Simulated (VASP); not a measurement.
# B5W (P6/mmm) in VASP: further runs

Runs on B5W. Level: PBE. Tasks: relaxation of cell and atoms.

All numbers are computed with VASP 6.6.1; they aren't measurements. Logs are shortened: lines on timing, memory, paths and dates and some standing lists are left out, and cuts for length are marked.

## Step 1: The cell of the first run

It takes space group P6/mmm (No. 191, hexagonal). The conventional cell has a = 4.357 Å, b = 4.357 Å, c = 3.530 Å, α = 90.00°, β = 90.00°, γ = 120.00°. Within 2.9 Å of B (site symmetry mmm) lie 8 B at 2.17 to 2.18 Å and 4 W at 2.80 Å. Within 2.9 Å of B (site symmetry -6m2) lie 9 B at 2.17 to 2.52 Å and 3 W at 2.52 Å. W (site symmetry 6/mmm) has 18 B at 2.52 to 2.80 Å within 3.3 Å.

The cell was built from a structure type or drawn by symmetry, and may not be a known phase.

## Step 2: Relaxation of cell and atoms, PBE

INCAR reads:

```
ALGO = Normal ; EDIFF = 1E-7
EDIFFG = -0.04 ; ENCUT = 600
GGA = PE ; IBRION = 2
ISIF = 3 ; ISMEAR = 0
LASPH = True ; LCHARG = False
LREAL = False ; LWAVE = False
NELM = 100 ; NSW = 90
PREC = Accurate ; SIGMA = 0.1
```

KPOINTS reads:

```
k-points
0
Gamma
  6 6 6
```

POSCAR reads:

```
B5W
1.0
    4.3572795800      0.0000000000      0.0000000000
   -2.1786397900      3.7735148100      0.0000000000
    0.0000000000      0.0000000000      3.5304165000
B W
5 1
Direct
    0.0000000000      0.5000000000      0.5000000000
    0.3333333300      0.6666666700      0.0000000000
    0.6666666700      0.3333333300      0.0000000000
    0.5000000000      0.0000000000      0.5000000000
    0.5000000000      0.5000000000      0.5000000000
    0.0000000000      0.0000000000      0.0000000000
```

Potentials or basis: VASP PAW PBE potentials, release 64 (B, W_sv).

On the command line:

```bash
$ cat potpaw_PBE.64/B/POTCAR potpaw_PBE.64/W_sv/POTCAR > POTCAR
$ mpirun -np 1 vasp_std > vasp.out
```

OUTCAR:

```text
EDIFF = 1E-7
   EDIFFG = -0.04
   ENCUT = 600
   GGA = PE
   IBRION = 2
   ISIF = 3
   ISMEAR = 0
   LASPH = True
   LREAL = False
   NELM = 100
   NSW = 90
   PREC = Accurate

 ion  position               nearest neighbor table
   1  0.000  0.500  0.500-   2 2.17   3 2.17   2 2.17   3 2.17   6 2.80   6 2.80   6 2.80   6 2.80

   2  0.333  0.667  0.000-   1 2.17   1 2.17   4 2.17   4 2.17   5 2.17   5 2.17   6 2.52   6 2.52
                             6 2.52
   3  0.667  0.333  0.000-   1 2.17   1 2.17   4 2.17   4 2.17   5 2.17   5 2.17   6 2.52   6 2.52
                             6 2.52
   4  0.500  0.000  0.500-   2 2.17   3 2.17   2 2.17   3 2.17   6 2.80   6 2.80   6 2.80   6 2.80

   5  0.500  0.500  0.500-   2 2.17   3 2.17   2 2.17   3 2.17   6 2.80   6 2.80   6 2.80   6 2.80

   6  0.000  0.000  0.000-   2 2.52   3 2.52   3 2.52   2 2.52   3 2.52   2 2.52   4 2.80   4 2.80
                             4 2.80   4 2.80   1 2.80   5 2.80   1 2.80   1 2.80   1 2.80   5 2.80

  LATTYP: Found a hexagonal cell.
 ALAT       =     4.3572795800
 C/A-ratio  =     0.8102341002

  Lattice vectors:

 A1 = (   4.3572795800,   0.0000000000,   0.0000000000)
 A2 = (  -2.1786397900,   3.7735148100,   0.0000000000)
 A3 = (   0.0000000000,   0.0000000000,   3.5304165000)

Analysis of symmetry for initial positions (statically):
=====================================================================
 Subroutine PRICEL returns:
 Original cell was already a primitive cell.

 Routine SETGRP: Setting up the symmetry group for a
 hexagonal supercell.

 Subroutine GETGRP returns: Found 24 space group operations
 (whereof 24 operations were pure point group operations)
 out of a pool of 24 trial point group operations.

The static configuration has the point symmetry D_6h.

Analysis of symmetry for dynamics (positions and initial velocities):
=====================================================================
 Subroutine PRICEL returns:
 Original cell was already a primitive cell.

 Routine SETGRP: Setting up the symmetry group for a
 hexagonal supercell.

 Subroutine GETGRP returns: Found 24 space group operations
 (whereof 24 operations were pure point group operations)
 out of a pool of 24 trial point group operations.

The dynamic configuration has the point symmetry D_6h.

 Subroutine INISYM returns: Found 24 space group operations
 (whereof 24 operations are pure point group operations),
 and found     1 'primitive' translations

----------------------------------------------------------------------------------------

                                     Primitive cell

  volume of cell :      58.0480

  direct lattice vectors                    reciprocal lattice vectors
     4.357279580  0.000000000  0.000000000     0.229500995  0.132502461  0.000000000
    -2.178639790  3.773514810  0.000000000     0.000000000  0.265004923  0.000000000
     0.000000000  0.000000000  3.530416500     0.000000000  0.000000000  0.283252698

  length of vectors
     4.357279580  4.357279582  3.530416500     0.265004923  0.265004923  0.283252698

  position of ions in fractional coordinates (direct lattice)
     0.000000000  0.500000000  0.500000000
     0.333333330  0.666666670  0.000000000
     0.666666670  0.333333330  0.000000000
     0.500000000  0.000000000  0.500000000
     0.500000000  0.500000000  0.500000000
     0.000000000  0.000000000  0.000000000

  ion indices of the primitive-cell ions
   primitive index   ion index
                 1           1
                 2           2
                 3           3
                 4           4
                 5           5
                 6           6

----------------------------------------------------------------------------------------

 KPOINTS: k-points

Automatic generation of k-mesh.
 Grid dimensions read from file:
 generate k-points for:    6    6    6

 Generating k-lattice:

  Cartesian coordinates                     Fractional coordinates (reciprocal lattice)
     0.038250166  0.022083744  0.000000000     0.166666667  0.000000000  0.000000000
     0.000000000  0.044167487  0.000000000     0.000000000  0.166666667  0.000000000
     0.000000000  0.000000000  0.047208783     0.000000000  0.000000000  0.166666667

  Length of vectors
     0.044167487  0.044167487  0.047208783

  Shift w.r.t. Gamma in fractional coordinates (k-lattice)
     0.000000000  0.000000000  0.000000000

 Subroutine IBZKPT returns following result:
 ===========================================

 Found     28 irreducible k-points:

 Following reciprocal coordinates:
            Coordinates               Weight
  0.000000  0.000000  0.000000      1.000000
  0.166667  0.000000  0.000000      6.000000
  0.333333  0.000000  0.000000      6.000000
  0.500000  0.000000  0.000000      3.000000
  0.166667  0.166667  0.000000      6.000000
  0.333333  0.166667  0.000000     12.000000
[... 16 lines left out ...]
  0.166667  0.000000  0.500000      6.000000
  0.333333  0.000000  0.500000      6.000000
 [... further k-points ...]
   k-points           NKPTS =     28   k-points in BZ     NKDIM =     28   number of bands    NBANDS=     18
   number of dos      NEDOS =    301   number of ions     NIONS =      6
   total plane-waves  NPLWV =  36288
   dimension x,y,z NGX =    36 NGY =   36 NGZ =   28
   dimension x,y,z NGXF=    72 NGYF=   72 NGZF=   56
   ions per type =               5   1
   NGX,Y,Z   is equivalent  to a cutoff of  13.74, 13.74, 13.19 a.u.
   NGXF,Y,Z  is equivalent  to a cutoff of  27.47, 27.47, 26.37 a.u.
 SYSTEM =  unknown system
   PREC   = accura    normal or accurate (medium, high low for compatibility)
   ISTART =      0    job   : 0-new  1-cont  2-samecut
   ICHARG =      2    charge: 1-file 2-atom 10-const
   ISPIN  =      1    spin polarized calculation?
   LNONCOLLINEAR =      F non collinear calculations
   LSORBIT =      F    spin-orbit coupling
   LASPH  =      T    aspherical Exc in radial PAW
   ENCUT  =  600.0 eV  44.10 Ry    6.64 a.u.   8.70  8.70  7.05*2*pi/ulx,y,z
   NELM   =    100;   NELMIN=  2; NELMDL= -5     # of ELM steps
   EDIFF  = 0.1E-06   stopping-criterion for ELM
   LREAL  =      F    real-space projection
   EDIFFG = -.4E-01   stopping-criterion for IOM
   NSW    =     90    number of steps for IOM
   IBRION =      2    ionic relax: 0-MD 1-quasi-New 2-CG
   NFREE  =      1    steps in history (QN), initial steepest desc. (CG)
   ISIF   =      3    stress and relaxation
   ISYM   =      2    0-nonsym 1-usesym 2-fastsym
   POTIM  = 0.5000    time-step for ionic-motion
   TEBEG  =    0.0;   TEEND  =   0.0 temperature during run
   PSTRESS=    0.0 pullay stress
   NELECT =      29.0000    total number of electrons
   NUPDOWN=      -1.0000    fix difference up-down
   EMIN   =  10.00;   EMAX   =-10.00  energy-range for DOS
   EFERMI =   0.00;   METHOD = LEGACY
   ISMEAR =     0;   SIGMA  =   0.10  broadening in eV -4-tet -1-fermi 0-gaus
   EFERMI_NEDOS =   21; number of points for ismear=-14 and -15
   IALGO  =     38    algorithm
   IMIX   =      4    mixing-type and parameters
     AMIX     =   0.40;   BMIX     =  1.00
     AMIX_MAG =   1.60;   BMIX_MAG =  1.00
  volume/ion in A,a.u.               =       9.67        65.29
  Fermi-wavevector in a.u.,A,eV,Ry     =   1.299008  2.454768 22.958753  1.687421
  Thomas-Fermi vector in A             =   2.430299
   LORBIT       =      0    0 simple, 1 ext, 2 COOP (PROOUT), +10 PAW based schemes
   GGA     = PE    functional components
   LHFCALC =     F    Hartree Fock is set to
   AEXX    =    0.0000 exact exchange contribution
   IVDW    =     0    specifies the selected vdW correction
   LEPSILON=     F    determine dielectric tensor
   LRPA    =     F    only Hartree local field effects (RPA)
 conjugate gradient relaxation of ions
 non-spin polarized calculation
 Gauss-broadening in eV      SIGMA  =   0.10
  energy-cutoff  :      600.00
  volume of cell :       58.05
 maximum number of plane-waves:      1956
 NGX is ok and might be reduce to    36
   NGX = 17   NGY = 17   NGZ = 15

--------------------------------------- Ionic step        1  -------------------------------------------

 number of electron      28.9999999 magnetization

 Free energy of the ion-electron system (eV)
  ---------------------------------------------------
  ext. energy  EPLUGINS =         0.00000000
  ---------------------------------------------------
  free energy    TOTEN  =       -38.53249449 eV

  energy without entropy =      -38.52015413  energy(sigma->0) =      -38.52632431

 E-fermi :   8.0544     XC(G=0): -12.0982

 val. band max:        8.0372134067   @ k =   0.1667   0.0000   0.3333
 cond. band min:       8.1047971531   @ k =   0.1667   0.0000   0.3333
 fundamental gap:      0.0675837464
 Fermi energy:         8.0543966173

 k-point     1 :       0.0000    0.0000    0.0000
  band No.  band energies     occupation
      1     -66.7360      2.00000
      2     -30.9362      2.00000
      3     -30.8618      2.00000
      4     -30.8618      2.00000
      5      -6.6638      2.00000
      6      -0.2423      2.00000
[... 10 lines left out ...]
     17       9.9064      0.00000
     18       9.9107      0.00000
[... 466 lines left out ...]
      2     -30.9999      2.00000
      3     -30.8633      2.00000
      4     -30.8575      2.00000
      5      -3.7627      2.00000
      6      -2.7578      2.00000
[... 10 lines left out ...]
     17       9.2880      0.00000
     18       9.5197      0.00000

 [... further k-points ...]

------------------------ aborting loop because EDIFF is reached ----------------------------------------

  FORCE on cell =-STRESS in cart. coord.  units (eV):
  Direction    XX          YY          ZZ          XY          YZ          ZX
  --------------------------------------------------------------------------------------
  -------------------------------------------------------------------------------------
  Total      -14.8830900    -14.8830900    -19.6667152     -0.0000000     -0.0000000      0.0000000
  in kB     -410.7865915   -410.7865920   -542.8189269     -0.0000000     -0.0000000      0.0000000
  external PRESSURE =    -454.7973701 kB  Pullay stress =       0.0000000 kB
[... 225 lines left out ...]
  energy  without entropy=      -41.4881676213  energy(sigma->0) =      -41.49171557

--------------------------------------- Ionic step        7  -------------------------------------------

 number of electron      28.9999999 magnetization

 Free energy of the ion-electron system (eV)
  ---------------------------------------------------
  ext. energy  EPLUGINS =         0.00000000
  ---------------------------------------------------
  free energy    TOTEN  =       -41.51017430 eV

  energy without entropy =      -41.50516392  energy(sigma->0) =      -41.50766911

 E-fermi :  11.5569     XC(G=0): -13.3573

 val. band max:       11.4324461783   @ k =   0.1667   0.1667   0.0000
 cond. band min:      11.5852316574   @ k =   0.3333   0.0000   0.3333
 fundamental gap:      0.1527854792
 Fermi energy:        11.5569406713

 k-point     1 :       0.0000    0.0000    0.0000
  band No.  band energies     occupation
      1     -63.1509      2.00000
      2     -27.5274      2.00000
      3     -27.5274      2.00000
      4     -27.1964      2.00000
      5      -6.1131      2.00000
      6       0.6694      2.00000
[... 10 lines left out ...]
     17      13.6455      0.00000
     18      13.6455      0.00000
[... 466 lines left out ...]
      2     -27.6165      2.00000
      3     -27.4979      2.00000
      4     -27.4826      2.00000
      5      -2.4233      2.00000
      6      -1.2918      2.00000
[... 10 lines left out ...]
     17      13.0570      0.00000
     18      14.8309      0.00000

 [... further k-points ...]

------------------------ aborting loop because EDIFF is reached ----------------------------------------

  FORCE on cell =-STRESS in cart. coord.  units (eV):
  Direction    XX          YY          ZZ          XY          YZ          ZX
  --------------------------------------------------------------------------------------
  -------------------------------------------------------------------------------------
  Total        0.0094092      0.0094092     -0.0541586      0.0000000     -0.0000000      0.0000000
  in kB        0.3419011      0.3419011     -1.9679543      0.0000000     -0.0000000      0.0000000
  external PRESSURE =      -0.4280507 kB  Pullay stress =       0.0000000 kB
[... 21 lines left out ...]
  FREE ENERGIE OF THE ION-ELECTRON SYSTEM (eV)
  ---------------------------------------------------
  free  energy   TOTEN  =       -41.5101743036 eV

  energy  without entropy=      -41.5051639228  energy(sigma->0) =      -41.50766911

 reached required accuracy - stopping structural energy minimisation
```

Run time: 78 s. Hardware: 1 thread of Intel Xeon 6975P-C (Granite Rapids), shared host; peak memory 0.21 GiB.

Results:

| Quantity | Value |
| --- | --- |
| Free energy | -41.5102 eV |
| Relaxed volume | 7.35 Å³/atom |
| Relaxed cell | a = 4.131 Å, b = 4.131 Å, c = 2.983 Å, α = 90.00°, β = 90.00°, γ = 120.00° |
| Space group after relaxing (to 0.1 Å) | P6/mmm (No. 191) |
| Energy gained by relaxing | 496.3 meV/atom |
| Ionic steps | 7 |
| Pressure after relaxing | 0.0 GPa |
| Band gap on the k mesh | zero (an odd number of electrons rules out a gap without spin polarisation) |

Step by step:
```csv
step,energy change (eV),largest force (eV/Å),pressure (GPa),volume (Å³)
1,0.0000,0.0000,-45.48,58.05
2,-1.6550,0.0000,63.20,37.87
3,-2.6431,0.0000,1.81,44.00
4,-2.9551,0.0000,7.30,43.08
5,-2.9555,0.0000,7.07,43.11
6,-2.9628,0.0000,-5.45,44.93
7,-2.9777,0.0000,-0.04,44.09
```

Final structure:
```
CELL_PARAMETERS angstrom
4.13102 0.00000 0.00000
-2.06551 3.57757 0.00000
0.00000 0.00000 2.98344
ATOMIC_POSITIONS crystal
B 0.00000 0.50000 0.50000
B 0.33333 0.66667 0.00000
B 0.66667 0.33333 0.00000
B 0.50000 0.00000 0.50000
B 0.50000 0.50000 0.50000
W 0.00000 0.00000 0.00000
```

Caveat: the volume moved by over 15 % at a fixed basis, so the end points are rough; spin-orbit coupling is left out, which moves the levels of the heavy elements.

## Step 3: Relaxation of cell and atoms, PBE

This run uses another cell than the first one, of 7.34 Å³/atom.

INCAR reads:

```
SYSTEM = B5W
PREC     = Accurate       ! precision mode
ENCUT    = 600            ! plane-wave cutoff, eV
EDIFF    = 1E-6           ! SCF threshold, eV
ISMEAR   = 0              ! smearing method
SIGMA    = 0.1            ! smearing width, eV
LREAL    = .FALSE.        ! projectors in reciprocal space
LASPH    = .TRUE.         ! aspherical terms in the spheres
NELM     = 100            ! most SCF steps
ALGO     = Normal         ! electronic algorithm
ISIF     = 3              ! what is computed and relaxed
LWAVE    = .FALSE.        ! write WAVECAR
LCHARG   = .FALSE.        ! write CHGCAR
GGA      = PE             ! functional
IBRION   = 2              ! ionic algorithm
NSW      = 100            ! ionic steps
EDIFFG   = -0.01          ! ionic threshold
```

KPOINTS reads:

```
Automatic mesh
0
G
  12 12 12
  0 0 0
```

POSCAR reads:

```
B5W
1.0
    4.1308144664      0.0000000000      0.0000000000
   -2.0654072332      3.5773902663      0.0000000000
    0.0000000000      0.0000000000      2.9814178131
B W
5 1
Direct
    0.0000000000      0.5000000000      0.5000000000
    0.3333333333      0.6666666667      0.0000000000
    0.6666666667      0.3333333333      0.0000000000
    0.5000000000      0.0000000000      0.5000000000
    0.5000000000      0.5000000000      0.5000000000
    0.0000000000      0.0000000000      0.0000000000
```

Potentials or basis: VASP PAW PBE potentials, release 64 (B, W_sv).

On the command line:

```bash
$ cat potpaw_PBE.64/B/POTCAR potpaw_PBE.64/W_sv/POTCAR > POTCAR
$ mpirun -np 1 vasp_std > vasp.out
```

Wall time 85 s (1 thread of Intel Xeon 6975P-C (Granite Rapids), shared host); peak memory 0.27 GiB.

Results (log left out):

```yaml
Free_energy: -41.5279 eV
Relaxed_volume: 7.36 Å³/atom
Relaxed_cell: a = 4.153 Å, b = 4.153 Å, c = 2.959 Å, α = 90.00°, β = 90.00°, γ = 120.00°
Space_group_after_relaxing_to_0.1_Å: P6/mmm (No. 191)
Energy_gained_by_relaxing: 1.3 meV/atom
Ionic_steps: 3
Pressure_after_relaxing: -0.1 GPa
Band_gap_on_the_k_mesh: zero (an odd number of electrons rules out a gap without spin polarisation)
```

The path:
```tsv
step	energy change (eV)	largest force (eV/Å)	pressure (GPa)	volume (Å³)
1	0.0000	0.0000	0.49	44.06
2	-0.0075	0.0000	-0.17	44.20
3	-0.0076	0.0000	-0.13	44.19
```

Final structure:
```yaml
crystal:
  lattice:
    - [4.15264, 0.00000, 0.00000]
    - [-2.07632, 3.59629, 0.00000]
    - [0.00000, 0.00000, 2.95886]
  atoms:
    - { symbol: B, position: [0.00000, 0.50000, 0.50000] }
    - { symbol: B, position: [0.33333, 0.66667, 0.00000] }
    - { symbol: B, position: [0.66667, 0.33333, 0.00000] }
    - { symbol: B, position: [0.50000, 0.00000, 0.50000] }
    - { symbol: B, position: [0.50000, 0.50000, 0.50000] }
    - { symbol: W, position: [0.00000, 0.00000, 0.00000] }
```

Levels at points of the mesh, in eV from the Fermi level:
```tsv
k point	band 12	band 13	band 14	band 15	band 16	band 17
(0.00, 0.00, 0.00)	-5.46	-0.09	-0.09	1.26	1.45	2.17
(0.50, 0.00, 0.00)	-3.45	-1.98	-1.31	-1.09	0.46	2.06
(0.00, 0.00, 0.50)	-3.61	-3.07	-3.07	0.52	0.52	3.04
(0.50, 0.00, 0.50)	-4.25	-2.76	-1.51	0.81	2.07	2.46
```

Caveat: spin-orbit coupling is left out, which moves the levels of the heavy elements.
